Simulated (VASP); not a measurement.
# NaPtI3 (P4/mbm) in VASP: single point with PBE

Aim: the single point of NaPtI3 with PBE.

Everything below comes from runs of VASP 6.6.1. Logs are shortened: lines on timing, memory, paths and dates and some standing lists are left out, and cuts for length are marked.

### 1 The cell of the first run

Symmetry: P4/mbm, No. 127, tetragonal system. Conventional cell: a = 7.684 Å, b = 7.684 Å, c = 5.434 Å, α = 90.00°, β = 90.00°, γ = 90.00°. Na (site symmetry mmm) has 12 I at 3.67 to 4.02 Å and 8 Pt at 4.71 Å within 4.8 Å. Pt (site symmetry 4/m) has 6 I at 2.72 to 2.73 Å within 3.6 Å. I (site symmetry m2m) has 2 Pt at 2.73 Å within 3.6 Å. I (site symmetry 4/m) has 2 Pt at 2.72 Å within 3.6 Å.

### 2 Single point, PBE

INCAR reads:

```
PREC     = Accurate       # precision mode
ENCUT    = 520            # plane-wave cutoff, eV
EDIFF    = 1E-6           # SCF threshold, eV
ISMEAR   = 0              # smearing method
SIGMA    = 0.1            # smearing width, eV
LREAL    = F              # projectors in reciprocal space
LASPH    = T              # aspherical terms in the spheres
NELM     = 60             # most SCF steps
ALGO     = Normal         # electronic algorithm
ISIF     = 2              # what is computed and relaxed
LWAVE    = F              # write WAVECAR
LCHARG   = F              # write CHGCAR
GGA      = PE             # functional
NBANDS   = 49             # bands
```

KPOINTS reads:

```
regular mesh
0
Gamma
  2 2 4
```

POSCAR reads:

```
NaPtI3
1.0
    7.6844280200      0.0000000000      0.0000000000
    0.0000000000      7.6844280200      0.0000000000
    0.0000000000      0.0000000000      5.4337111600
Na Pt I
2 2 6
Direct
    0.0000000000      0.5000000000      0.5000000000
    0.5000000000      0.0000000000      0.5000000000
    0.5000000000      0.5000000000      0.0000000000
    0.0000000000      0.0000000000      0.0000000000
    0.7730351400      0.2730351400      0.0000000000
    0.7269648600      0.7730351400      0.0000000000
    0.5000000000      0.5000000000      0.5000000000
    0.2269648600      0.7269648600      0.0000000000
    0.2730351400      0.2269648600      0.0000000000
    0.0000000000      0.0000000000      0.5000000000
```

Potentials or basis: VASP PAW PBE potentials, release 64 (Na_pv, Pt, I).

Command:

```sh
> cat potpaw_PBE.64/Na_pv/POTCAR potpaw_PBE.64/Pt/POTCAR potpaw_PBE.64/I/POTCAR > POTCAR
> mpirun -np 1 vasp_std > vasp.out
```

OUTCAR:

```text
PREC = Accurate
   ENCUT = 520
   EDIFF = 1E-6
   ISMEAR = 0
   LREAL = F
   LASPH = T
   NELM = 60
   ISIF = 2
   GGA = PE

 ion  position               nearest neighbor table
   1  0.000  0.500  0.500-
   2  0.500  0.000  0.500-
   3  0.500  0.500  0.000-   7 2.72   7 2.72   5 2.73   8 2.73   9 2.73   6 2.73
   4  0.000  0.000  0.000-  10 2.72  10 2.72   8 2.73   9 2.73   5 2.73   6 2.73
   5  0.773  0.273  0.000-   3 2.73   4 2.73
   6  0.727  0.773  0.000-   3 2.73   4 2.73
   7  0.500  0.500  0.500-   3 2.72   3 2.72
   8  0.227  0.727  0.000-   3 2.73   4 2.73
   9  0.273  0.227  0.000-   3 2.73   4 2.73
  10  0.000  0.000  0.500-   4 2.72   4 2.72

  LATTYP: Found a simple tetragonal cell.
 ALAT       =     7.6844280200
 C/A-ratio  =     0.7071067809

  Lattice vectors:

 A1 = (   7.6844280200,   0.0000000000,   0.0000000000)
 A2 = (   0.0000000000,   7.6844280200,   0.0000000000)
 A3 = (   0.0000000000,   0.0000000000,   5.4337111600)

Analysis of symmetry for initial positions (statically):
=====================================================================
 Subroutine PRICEL returns:
 Original cell was already a primitive cell.

 Routine SETGRP: Setting up the symmetry group for a
 simple tetragonal supercell.

 Subroutine GETGRP returns: Found 16 space group operations
 (whereof  8 operations were pure point group operations)
 out of a pool of 16 trial point group operations.

The static configuration has the point symmetry C_4h.
 The point group associated with its full space group is D_4h.

Analysis of symmetry for dynamics (positions and initial velocities):
=====================================================================
 Subroutine PRICEL returns:
 Original cell was already a primitive cell.

 Routine SETGRP: Setting up the symmetry group for a
 simple tetragonal supercell.

 Subroutine GETGRP returns: Found 16 space group operations
 (whereof  8 operations were pure point group operations)
 out of a pool of 16 trial point group operations.

The dynamic configuration has the point symmetry C_4h.
 The point group associated with its full space group is D_4h.

 Subroutine INISYM returns: Found 16 space group operations
 (whereof  8 operations are pure point group operations),
 and found     1 'primitive' translations

[... 100 lines left out ...]
   ISIF   =      2    stress and relaxation
   ISYM   =      2    0-nonsym 1-usesym 2-fastsym
   POTIM  = 0.5000    time-step for ionic-motion
   TEBEG  =    0.0;   TEEND  =   0.0 temperature during run
   PSTRESS=    0.0 pullay stress
   NELECT =      76.0000    total number of electrons
   NUPDOWN=      -1.0000    fix difference up-down
   EMIN   =  10.00;   EMAX   =-10.00  energy-range for DOS
   EFERMI =   0.00;   METHOD = LEGACY
   ISMEAR =     0;   SIGMA  =   0.10  broadening in eV -4-tet -1-fermi 0-gaus
   EFERMI_NEDOS =   21; number of points for ismear=-14 and -15
   IALGO  =     38    algorithm
   IMIX   =      4    mixing-type and parameters
     AMIX     =   0.40;   BMIX     =  1.00
     AMIX_MAG =   1.60;   BMIX_MAG =  1.00
  volume/ion in A,a.u.               =      32.09       216.53
  Fermi-wavevector in a.u.,A,eV,Ry     =   1.012915  1.914131 13.959522  1.025996
  Thomas-Fermi vector in A             =   2.146052
   LORBIT       =      0    0 simple, 1 ext, 2 COOP (PROOUT), +10 PAW based schemes
   GGA     = PE    functional components
   LHFCALC =     F    Hartree Fock is set to
   AEXX    =    0.0000 exact exchange contribution
   IVDW    =     0    specifies the selected vdW correction
   LEPSILON=     F    determine dielectric tensor
   LRPA    =     F    only Hartree local field effects (RPA)
 non-spin polarized calculation
 Gauss-broadening in eV      SIGMA  =   0.10
  energy-cutoff  :      520.00
  volume of cell :      320.86
 maximum number of plane-waves:      8709
 NGX is ok and might be reduce to    60
   NGX = 29   NGY = 29   NGZ = 21

 number of electron      75.9999983 magnetization

 Free energy of the ion-electron system (eV)
  ---------------------------------------------------
  ext. energy  EPLUGINS =         0.00000000
  ---------------------------------------------------
  free energy    TOTEN  =       -27.55684622 eV

  energy without entropy =      -27.49251126  energy(sigma->0) =      -27.52467874

 E-fermi :   4.5452     XC(G=0):  -8.5735

 val. band max:        4.4837457155   @ k =   0.5000   0.0000   0.5000
 cond. band min:       4.5705381364   @ k =   0.5000   0.0000   0.2500
 fundamental gap:      0.0867924209
 Fermi energy:         4.5452061222

 k-point     1 :       0.0000    0.0000    0.0000
  band No.  band energies     occupation
      1     -20.5793      2.00000
      2     -20.5793      2.00000
      3     -20.5676      2.00000
      4     -20.5676      2.00000
      5     -20.5657      2.00000
      6     -20.5657      2.00000
[... 457 lines left out ...]
     48       9.5029      0.00000
     49      10.0349      0.00000

------------------------ aborting loop because EDIFF is reached ----------------------------------------

  FORCE on cell =-STRESS in cart. coord.  units (eV):
  Direction    XX          YY          ZZ          XY          YZ          ZX
  --------------------------------------------------------------------------------------
  -------------------------------------------------------------------------------------
  Total        7.1402349      7.1402349      6.1533933      0.0000000     -0.0000000      0.0000000
  in kB       35.6536041     35.6536041     30.7259709      0.0000000     -0.0000000      0.0000000
  external PRESSURE =      34.0110597 kB  Pullay stress =       0.0000000 kB

 VOLUME and BASIS-vectors are now :
 -----------------------------------------------------------------------------
  energy-cutoff  :      520.00
  volume of cell :      320.86
      direct lattice vectors                 reciprocal lattice vectors
     7.684428020  0.000000000  0.000000000     0.130133303  0.000000000  0.000000000
     0.000000000  7.684428020  0.000000000     0.000000000  0.130133303  0.000000000
     0.000000000  0.000000000  5.433711160     0.000000000  0.000000000  0.184036282

 POSITION                                       TOTAL-FORCE (eV/Angst)
 -----------------------------------------------------------------------------------
      0.00000      3.84221      2.71686         0.000000      0.000000     -0.000000
      3.84221      0.00000      2.71686         0.000000      0.000000     -0.000000
      3.84221      3.84221      0.00000         0.000000      0.000000     -0.000000
      0.00000      0.00000      0.00000         0.000000      0.000000     -0.000000
      5.94033      2.09812      0.00000         0.173819      0.173819     -0.000000
      5.58631      5.94033      0.00000        -0.173819      0.173819      0.000000
      3.84221      3.84221      2.71686         0.000000      0.000000     -0.000000
      1.74410      5.58631      0.00000        -0.173819     -0.173819      0.000000
      2.09812      1.74410      0.00000         0.173819     -0.173819     -0.000000
      0.00000      0.00000      2.71686         0.000000      0.000000     -0.000000
 -----------------------------------------------------------------------------------
    total drift:                               -0.000000      0.000000     -0.000000

  FREE ENERGIE OF THE ION-ELECTRON SYSTEM (eV)
  ---------------------------------------------------
  free  energy   TOTEN  =       -27.5568462187 eV

  energy  without entropy=      -27.4925112572  energy(sigma->0) =      -27.52467874
```

OSZICAR:

```text
N       E                     dE             d eps       ncg     rms          rms(c)
DAV:   1     0.575604894630E+03    0.57560E+03   -0.31940E+04   906   0.138E+03
DAV:   2     0.312411377900E+02   -0.54436E+03   -0.51829E+03  1012   0.293E+02
DAV:   3    -0.258625058777E+02   -0.57104E+02   -0.55129E+02  1080   0.103E+02
DAV:   4    -0.281717016592E+02   -0.23092E+01   -0.22911E+01  1123   0.214E+01
DAV:   5    -0.282492367001E+02   -0.77535E-01   -0.77450E-01  1196   0.398E+00    0.180E+01
DAV:   6    -0.276573380959E+02    0.59190E+00   -0.26314E+00  1009   0.923E+00    0.120E+01
DAV:   7    -0.275862459058E+02    0.71092E-01   -0.71888E-01  1011   0.472E+00    0.411E+00
DAV:   8    -0.275585958445E+02    0.27650E-01   -0.60109E-02  1015   0.154E+00    0.664E-01
DAV:   9    -0.275569205528E+02    0.16753E-02   -0.30280E-02  1009   0.836E-01    0.349E-01
DAV:  10    -0.275567862132E+02    0.13434E-03   -0.22635E-03  1014   0.283E-01    0.232E-01
DAV:  11    -0.275568706535E+02   -0.84440E-04   -0.11428E-03   971   0.159E-01    0.626E-02
DAV:  12    -0.275568505338E+02    0.20120E-04   -0.10424E-04  1058   0.521E-02    0.457E-02
DAV:  13    -0.275568482788E+02    0.22550E-05   -0.32349E-05  1010   0.255E-02    0.232E-02
DAV:  14    -0.275568459303E+02    0.23485E-05   -0.81012E-06   948   0.167E-02    0.408E-03
DAV:  15    -0.275568462187E+02   -0.28840E-06   -0.15128E-06   680   0.530E-03
   1 F= -.27556846E+02 E0= -.27524679E+02  d E =-.643350E-01
```

stdout:

```text
POSCAR found type information on POSCAR NaPtI
 POSCAR found :  3 types and      10 ions
 scaLAPACK will be used
 LDA part: xc-table for (Slater+PW92), standard interpolation
 POSCAR, INCAR and KPOINTS ok, starting setup
 FFT: planning ... GRIDC
 FFT: planning ... GRID_SOFT
 FFT: planning ... GRID
 WAVECAR not read
 entering main loop
```

Run time: 3.2 min. Hardware: 1 thread of Intel Xeon Platinum 8259CL at 2.50GHz (Skylake/Cascade Lake), shared host; peak memory 0.42 GiB.

What came out:

```yaml
Free_energy: -27.5568 eV
Pressure: 3.4 GPa
Largest_force: 0.246 eV/Å
Band_gap_on_the_k_mesh: zero (band 38 reaches 4.57 eV, above the bottom of band 39 at 3.21 eV)
```

Forces on the atoms (eV/Å):
```
Na   0.000  0.000  0.000
Na   0.000  0.000  0.000
Pt   0.000  0.000  0.000
Pt   0.000  0.000  0.000
I    0.174  0.174  0.000
I   -0.174  0.174  0.000
I    0.000  0.000  0.000
I   -0.174 -0.174  0.000
I    0.174 -0.174  0.000
I    0.000  0.000  0.000
```

Caveat: the k points lie up to 0.41 Å⁻¹ apart; spin-orbit coupling is left out, which moves the levels of the heavy elements.
